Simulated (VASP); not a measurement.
# GaAs (F-43m) in VASP: settings compared

Aim: see how the results for GaAs move with the level of theory and the settings. Levels: pbe exchange, lyp correlation. Tasks: single point.

Program: VASP 6.6.1. These are calculated values, not measurements. Logs are shortened: lines on timing, memory, paths and dates and some standing lists are left out, and cuts for length are marked.

### Step 1. The cell of the first run

The structure is cubic, space group F-43m (No. 216). The conventional cell has a = 5.691 Å, b = 5.691 Å, c = 5.691 Å, α = 90.00°, β = 90.00°, γ = 90.00°. As (site symmetry -43m) has 4 Ga at 2.46 Å within 3.3 Å. Ga (site symmetry -43m) has 4 As at 2.46 Å within 3.3 Å.

### Step 2. Single point, pbe exchange, lyp correlation (23.04 Å³/atom)

INCAR reads:

```
SYSTEM = GaAs
PREC     = Accurate       ! precision mode
ENCUT    = 500            ! plane-wave cutoff, eV
EDIFF    = 1E-6           ! SCF threshold, eV
ISMEAR   = 1              ! smearing method
SIGMA    = 0.1            ! smearing width, eV
LREAL    = .FALSE.        ! projectors in reciprocal space
LASPH    = .TRUE.         ! aspherical terms in the spheres
NELM     = 120            ! most SCF steps
ALGO     = Normal         ! electronic algorithm
ISIF     = 2              ! what is computed and relaxed
LWAVE    = .FALSE.        ! write WAVECAR
LCHARG   = .FALSE.        ! write CHGCAR
GGA      = LIBXC          ! functional
LIBXC1   = GGA_X_PBE    
LIBXC2   = GGA_C_LYP    
NBANDS   = 16             ! bands
GGA_COMPAT= .FALSE.
```

KPOINTS reads:

```
Automatic mesh
0
G
  8 8 8
  0 0 0
```

POSCAR reads:

```
GaAs
1.0
    0.0000000000      2.8455714065      2.8455714065
    2.8455714065      0.0000000000      2.8455714065
    2.8455714065      2.8455714065      0.0000000000
As Ga
1 1
Direct
    0.7500000000      0.7500000000      0.7500000000
    0.0000000000      0.0000000000      0.0000000000
```

Potentials or basis: VASP PAW PBE potentials, release 64 (As, Ga_d).

Started as:

```console
> cat potpaw_PBE.64/As/POTCAR potpaw_PBE.64/Ga_d/POTCAR > POTCAR
> mpirun -np 1 vasp_std > vasp.out
```

OUTCAR:

```text
SYSTEM = GaAs
   PREC = Accurate
   ENCUT = 500
   EDIFF = 1E-6
   ISMEAR = 1
   LREAL = .FALSE.
   LASPH = .TRUE.
   NELM = 120
   ISIF = 2
   GGA = LIBXC

 ion  position               nearest neighbor table
   1  0.750  0.750  0.750-   2 2.46   2 2.46   2 2.46   2 2.46
   2  0.000  0.000  0.000-   1 2.46   1 2.46   1 2.46   1 2.46

  LATTYP: Found a face centered cubic cell.
 ALAT       =     5.6911428130

  Lattice vectors:

 A1 = (   0.0000000000,   2.8455714065,   2.8455714065)
 A2 = (   2.8455714065,   0.0000000000,   2.8455714065)
 A3 = (   2.8455714065,   2.8455714065,   0.0000000000)

Analysis of symmetry for initial positions (statically):
=====================================================================
 Subroutine PRICEL returns:
 Original cell was already a primitive cell.

 Routine SETGRP: Setting up the symmetry group for a
 face centered cubic supercell.

 Subroutine GETGRP returns: Found 24 space group operations
 (whereof 24 operations were pure point group operations)
 out of a pool of 48 trial point group operations.

The static configuration has the point symmetry T_d .

Analysis of symmetry for dynamics (positions and initial velocities):
=====================================================================
 Subroutine PRICEL returns:
 Original cell was already a primitive cell.

 Routine SETGRP: Setting up the symmetry group for a
 face centered cubic supercell.

 Subroutine GETGRP returns: Found 24 space group operations
 (whereof 24 operations were pure point group operations)
 out of a pool of 48 trial point group operations.

The dynamic configuration has the point symmetry T_d .

 Subroutine INISYM returns: Found 24 space group operations
 (whereof 24 operations are pure point group operations),
 and found     1 'primitive' translations

----------------------------------------------------------------------------------------

                                     Primitive cell

  volume of cell :      46.0828

  direct lattice vectors                    reciprocal lattice vectors
     0.000000000  2.845571406  2.845571406    -0.175711633  0.175711633  0.175711633
     2.845571406  0.000000000  2.845571406     0.175711633 -0.175711633  0.175711633
     2.845571406  2.845571406  0.000000000     0.175711633  0.175711633 -0.175711633

  length of vectors
     4.024245676  4.024245676  4.024245676     0.304341477  0.304341477  0.304341477

  position of ions in fractional coordinates (direct lattice)
     0.750000000  0.750000000  0.750000000
     0.000000000  0.000000000  0.000000000

[... 78 lines left out ...]
   EDIFFG = 0.1E-04   stopping-criterion for IOM
   NSW    =      0    number of steps for IOM
   IBRION =     -1    ionic relax: 0-MD 1-quasi-New 2-CG
   NFREE  =      0    steps in history (QN), initial steepest desc. (CG)
   ISIF   =      2    stress and relaxation
   ISYM   =      2    0-nonsym 1-usesym 2-fastsym
   POTIM  = 0.5000    time-step for ionic-motion
   TEBEG  =    0.0;   TEEND  =   0.0 temperature during run
   PSTRESS=    0.0 pullay stress
   NELECT =      18.0000    total number of electrons
   NUPDOWN=      -1.0000    fix difference up-down
   EMIN   =  10.00;   EMAX   =-10.00  energy-range for DOS
   EFERMI =   0.00;   METHOD = LEGACY
   ISMEAR =     1;   SIGMA  =   0.10  broadening in eV -4-tet -1-fermi 0-gaus
   EFERMI_NEDOS =   21; number of points for ismear=-14 and -15
   IALGO  =     38    algorithm
   IMIX   =      4    mixing-type and parameters
     AMIX     =   0.40;   BMIX     =  1.00
     AMIX_MAG =   1.60;   BMIX_MAG =  1.00
  volume/ion in A,a.u.               =      23.04       155.49
  Fermi-wavevector in a.u.,A,eV,Ry     =   1.196702  2.261440 19.484859  1.432097
  Thomas-Fermi vector in A             =   2.332636
   LORBIT       =      0    0 simple, 1 ext, 2 COOP (PROOUT), +10 PAW based schemes
   GGA     = LIBXC    functional components
   LHFCALC =     F    Hartree Fock is set to
   AEXX    =    0.0000 exact exchange contribution
   IVDW    =     0    specifies the selected vdW correction
   LEPSILON=     F    determine dielectric tensor
   LRPA    =     F    only Hartree local field effects (RPA)
 non-spin polarized calculation
 Methfessel and Paxton  Order N= 1 SIGMA  =   0.10
  energy-cutoff  :      500.00
  volume of cell :       46.08
 maximum number of plane-waves:      1211
 NGX is ok and might be reduce to    30
   NGX = 15   NGY = 15   NGZ = 15

 number of electron      17.9999985 magnetization

 Free energy of the ion-electron system (eV)
  ---------------------------------------------------
  ext. energy  EPLUGINS =         0.00000000
  ---------------------------------------------------
  free energy    TOTEN  =        -7.11250559 eV

  energy without entropy =       -7.11257575  energy(sigma->0) =       -7.11252897

 E-fermi :   4.2935     XC(G=0):  -8.9020

 val. band max:        4.2036127536   @ k =   0.0000   0.0000   0.0000
 cond. band min:       4.4254732216   @ k =   0.0000   0.0000   0.0000
 fundamental gap:      0.2218604680
 Fermi energy:         4.2935059627

 k-point     1 :       0.0000    0.0000    0.0000
  band No.  band energies     occupation
      1     -10.6148      2.00000
      2     -10.6148      2.00000
      3     -10.6148      2.00000
      4     -10.5407      2.00000
      5     -10.5407      2.00000
      6      -8.4065      2.00000
[... 433 lines left out ...]
      3     -10.5848      2.00000
      4     -10.5445      2.00000
      5     -10.5374      2.00000
      6      -6.4025      2.00000
[... 8 lines left out ...]
     15      15.9586      0.00000
     16      16.3459      0.00000

 [... further k-points ...]

------------------------ aborting loop because EDIFF is reached ----------------------------------------

  FORCE on cell =-STRESS in cart. coord.  units (eV):
  Direction    XX          YY          ZZ          XY          YZ          ZX
  --------------------------------------------------------------------------------------
  -------------------------------------------------------------------------------------
  Total        1.6572031      1.6572031      1.6572031      0.0000000      0.0000000     -0.0000000
  in kB       57.6166297     57.6166297     57.6166297      0.0000000      0.0000000     -0.0000000
  external PRESSURE =      57.6166297 kB  Pullay stress =       0.0000000 kB

 VOLUME and BASIS-vectors are now :
 -----------------------------------------------------------------------------
  energy-cutoff  :      500.00
  volume of cell :       46.08
      direct lattice vectors                 reciprocal lattice vectors
     0.000000000  2.845571406  2.845571406    -0.175711633  0.175711633  0.175711633
     2.845571406  0.000000000  2.845571406     0.175711633 -0.175711633  0.175711633
     2.845571406  2.845571406  0.000000000     0.175711633  0.175711633 -0.175711633

 POSITION                                       TOTAL-FORCE (eV/Angst)
 -----------------------------------------------------------------------------------
      4.26836      4.26836      4.26836        -0.000000     -0.000000     -0.000000
      0.00000      0.00000      0.00000         0.000000      0.000000      0.000000
 -----------------------------------------------------------------------------------
    total drift:                               -0.000000     -0.000000     -0.000000

  FREE ENERGIE OF THE ION-ELECTRON SYSTEM (eV)
  ---------------------------------------------------
  free  energy   TOTEN  =        -7.1125055870 eV

  energy  without entropy=       -7.1125757463  energy(sigma->0) =       -7.11252897
```

OSZICAR:

```text
N       E                     dE             d eps       ncg     rms          rms(c)
DAV:   1     0.832839353846E+02    0.83284E+02   -0.88451E+03   944   0.155E+03
DAV:   2    -0.782691179282E+00   -0.84067E+02   -0.80499E+02  1064   0.301E+02
DAV:   3    -0.721562083702E+01   -0.64329E+01   -0.64125E+01  1136   0.657E+01
DAV:   4    -0.731675725252E+01   -0.10114E+00   -0.10112E+00  1128   0.922E+00
DAV:   5    -0.731836089538E+01   -0.16036E-02   -0.16036E-02  1144   0.103E+00    0.282E+00
DAV:   6    -0.713418306181E+01    0.18418E+00   -0.28775E-01  1424   0.818E+00    0.166E+00
DAV:   7    -0.711237389655E+01    0.21809E-01   -0.80687E-02  1080   0.177E+00    0.601E-01
DAV:   8    -0.711232992439E+01    0.43972E-04   -0.11624E-02  1104   0.121E+00    0.107E-01
DAV:   9    -0.711244976879E+01   -0.11984E-03   -0.11413E-03  1096   0.456E-01    0.492E-02
DAV:  10    -0.711248510636E+01   -0.35338E-04   -0.71722E-05  1360   0.875E-02    0.277E-02
DAV:  11    -0.711250554937E+01   -0.20443E-04   -0.21488E-05  1048   0.508E-02    0.170E-03
DAV:  12    -0.711250558698E+01   -0.37604E-07   -0.54563E-07  1024   0.125E-02
   1 F= -.71125056E+01 E0= -.71125290E+01  d E =0.701594E-04
```

It took 9 s on 1 thread of Intel Xeon 6975P-C (Granite Rapids), shared host; peak memory 0.17 GiB.

What came out:

| Item | Value |
| --- | --- |
| Free energy | -7.1125 eV |
| Pressure | 5.8 GPa |
| Band gap on the k mesh | 0.22 eV |

Levels at points of the mesh, in eV from the valence-band top:
```csv
k point,band 7,band 8,band 9,band 10,band 11,band 12
"(0.00, 0.00, 0.00)",0.00,0.00,0.00,0.22,3.75,3.75
"(0.50, 0.00, 0.00)",-6.52,-1.11,-1.11,0.92,4.70,4.70
"(0.50, 0.50, 0.00)",-6.76,-2.58,-2.58,1.66,1.74,9.94
```

Caveat: the cell stands under pressure; the PAW data sets were made with another functional, which shifts forces and pressure a little.

### Step 3. Single point, pbe exchange, lyp correlation (23.49 Å³/atom)

This run uses another cell than the first one, of 23.49 Å³/atom.

INCAR reads:

```
PREC = Accurate
ENCUT = 500
EDIFF = 1E-6
ISMEAR = 1
SIGMA = 0.1
LREAL = F
LASPH = T
NELM = 120
ALGO = Normal
ISIF = 2
LWAVE = F
LCHARG = F
GGA = LIBXC
LIBXC1 = GGA_X_PBE
LIBXC2 = GGA_C_LYP
NBANDS = 16
GGA_COMPAT = F
```

KPOINTS reads:

```
regular mesh
0
Gamma
  8 8 8
```

POSCAR reads:

```
GaAs
1.0
    0.0000000000      2.8640496607      2.8640496607
    2.8640496607      0.0000000000      2.8640496607
    2.8640496607      2.8640496607      0.0000000000
As Ga
1 1
Direct
    0.7500000000      0.7500000000      0.7500000000
    0.0000000000      0.0000000000      0.0000000000
```

Potentials or basis: VASP PAW PBE potentials, release 64 (As, Ga_d).

Started as:

```console
> cat potpaw_PBE.64/As/POTCAR potpaw_PBE.64/Ga_d/POTCAR > POTCAR
> mpirun -np 1 vasp_std > vasp.out
```

It took 9 s on 1 thread of Intel Xeon 6975P-C (Granite Rapids), shared host; peak memory 0.17 GiB.

Results (log left out):

* Free energy: -7.1410 eV
* Pressure: 4.4 GPa
* Band gap on the k mesh: 0.08 eV

Levels at points of the mesh, in eV from the valence-band top:
```csv
k point,band 5,band 6,band 7,band 8,band 9,band 10,band 11,band 12,band 13,band 14
"(0.00, 0.00, 0.00)",-14.71,-12.48,0.00,0.00,0.00,0.08,3.74,3.74,3.74,7.68
"(0.50, 0.00, 0.00)",-14.71,-10.86,-6.42,-1.08,-1.08,0.87,4.69,4.69,7.92,10.19
"(0.50, 0.50, 0.00)",-14.70,-10.18,-6.67,-2.51,-2.51,1.69,1.74,9.79,9.79,10.67
```

Caveat: the cell stands under pressure; the PAW data sets were made with another functional, which shifts forces and pressure a little.

### Step 4. Single point, pbe exchange, lyp correlation (23.94 Å³/atom)

This run uses another cell than the first one, of 23.94 Å³/atom.

INCAR is that of step 3.

KPOINTS is that of step 3.

POSCAR reads:

```
GaAs
1.0
    0.0000000000      2.8822925071      2.8822925071
    2.8822925071      0.0000000000      2.8822925071
    2.8822925071      2.8822925071      0.0000000000
As Ga
1 1
Direct
    0.7500000000      0.7500000000      0.7500000000
    0.0000000000      0.0000000000      0.0000000000
```

Potentials or basis: VASP PAW PBE potentials, release 64 (As, Ga_d).

Started as:

```console
> cat potpaw_PBE.64/As/POTCAR potpaw_PBE.64/Ga_d/POTCAR > POTCAR
> mpirun -np 1 vasp_std > vasp.out
```

OUTCAR:

```text
PREC = Accurate
   ENCUT = 500
   EDIFF = 1E-6
   ISMEAR = 1
   LREAL = F
   LASPH = T
   NELM = 120
   ISIF = 2
   GGA = LIBXC

 ion  position               nearest neighbor table
   1  0.750  0.750  0.750-   2 2.50   2 2.50   2 2.50   2 2.50
   2  0.000  0.000  0.000-   1 2.50   1 2.50   1 2.50   1 2.50

  LATTYP: Found a face centered cubic cell.
 ALAT       =     5.7645850142

  Lattice vectors:

[... 640 lines left out ...]
     16      15.7786      0.00000

 [... further k-points ...]

------------------------ aborting loop because EDIFF is reached ----------------------------------------

  FORCE on cell =-STRESS in cart. coord.  units (eV):
  Direction    XX          YY          ZZ          XY          YZ          ZX
  --------------------------------------------------------------------------------------
  -------------------------------------------------------------------------------------
  Total        0.9495817      0.9495817      0.9495817     -0.0000000      0.0000000      0.0000000
  in kB       31.7686510     31.7686510     31.7686510     -0.0000000      0.0000000      0.0000000
  external PRESSURE =      31.7686510 kB  Pullay stress =       0.0000000 kB

 VOLUME and BASIS-vectors are now :
 -----------------------------------------------------------------------------
  energy-cutoff  :      500.00
  volume of cell :       47.89
      direct lattice vectors                 reciprocal lattice vectors
     0.000000000  2.882292507  2.882292507    -0.173473025  0.173473025  0.173473025
     2.882292507  0.000000000  2.882292507     0.173473025 -0.173473025  0.173473025
     2.882292507  2.882292507  0.000000000     0.173473025  0.173473025 -0.173473025

 POSITION                                       TOTAL-FORCE (eV/Angst)
 -----------------------------------------------------------------------------------
      4.32344      4.32344      4.32344        -0.000000     -0.000000     -0.000000
      0.00000      0.00000      0.00000         0.000000      0.000000      0.000000
 -----------------------------------------------------------------------------------
    total drift:                               -0.000000     -0.000000     -0.000000

  FREE ENERGIE OF THE ION-ELECTRON SYSTEM (eV)
  ---------------------------------------------------
  free  energy   TOTEN  =        -7.1623449152 eV

  energy  without entropy=       -7.1622501122  energy(sigma->0) =       -7.16231331
```

OSZICAR:

```text
N       E                     dE             d eps       ncg     rms          rms(c)
DAV:   1     0.863472884295E+02    0.86347E+02   -0.88854E+03   944   0.147E+03
DAV:   2    -0.383239040400E+00   -0.86731E+02   -0.82806E+02  1080   0.305E+02
DAV:   3    -0.724743684700E+01   -0.68642E+01   -0.68429E+01  1128   0.673E+01
DAV:   4    -0.735690215518E+01   -0.10947E+00   -0.10946E+00  1144   0.956E+00
DAV:   5    -0.735849635212E+01   -0.15942E-02   -0.15942E-02  1160   0.104E+00    0.271E+00
DAV:   6    -0.718149003094E+01    0.17701E+00   -0.28840E-01  1416   0.788E+00    0.158E+00
DAV:   7    -0.716238096698E+01    0.19109E-01   -0.72703E-02  1096   0.164E+00    0.597E-01
DAV:   8    -0.716218604863E+01    0.19492E-03   -0.10921E-02  1112   0.115E+00    0.955E-02
DAV:   9    -0.716229136848E+01   -0.10532E-03   -0.10965E-03  1096   0.455E-01    0.493E-02
DAV:  10    -0.716232556283E+01   -0.34194E-04   -0.65848E-05  1272   0.777E-02    0.279E-02
DAV:  11    -0.716234486924E+01   -0.19306E-04   -0.20673E-05  1008   0.506E-02    0.166E-03
DAV:  12    -0.716234491525E+01   -0.46006E-07   -0.52800E-07  1048   0.118E-02
   1 F= -.71623449E+01 E0= -.71623133E+01  d E =-.948031E-04
```

Wall time 9 s (1 thread of Intel Xeon 6975P-C (Granite Rapids), shared host); peak memory 0.18 GiB.

What came out:

| Property | Result |
| --- | --- |
| Free energy | -7.1623 eV |
| Pressure | 3.2 GPa |
| Band gap on the k mesh | zero (filled and empty bands touch) |

Levels at points of the mesh, in eV from the Fermi level:
```
           k point  band 7  band 8  band 9  band 10  band 11  band 12
(0.00, 0.00, 0.00)   -0.08   -0.02   -0.02    -0.02     3.72     3.72
(0.50, 0.00, 0.00)   -6.35   -1.07   -1.07     0.80     4.66     4.66
(0.50, 0.50, 0.00)   -6.61   -2.47   -2.47     1.70     1.72     9.62
```

Caveat: the cell stands under pressure; semilocal functionals underestimate gaps, so a narrow gap can read as zero; the PAW data sets were made with another functional, which shifts forces and pressure a little.

### Step 5. Overview

| cell | gap on the mesh (eV) | pressure (GPa) |
| --- | --- | --- |
| a = 4.024 Å, angles 60.0°, 2 atoms | 0.22 | 5.8 |
| a = 4.050 Å, angles 60.0°, 2 atoms | 0.08 | 4.4 |
| a = 4.076 Å, angles 60.0°, 2 atoms | none | 3.2 |

Alike in all rows: task single point; level pbe exchange, lyp correlation; potentials or basis VASP PAW PBE potentials, release 64 (As, Ga_d); no spin polarisation; k mesh 8 × 8 × 8; cutoff (eV) 500; smearing methfessel-paxton 0.1 eV.

Caveats: the cell stands under pressure; the PAW data sets were made with another functional, which shifts forces and pressure a little; semilocal functionals underestimate gaps, so a narrow gap can read as zero (at least some runs).

Total energies depend on the potentials used, so only differences within one code and one set of settings carry meaning.
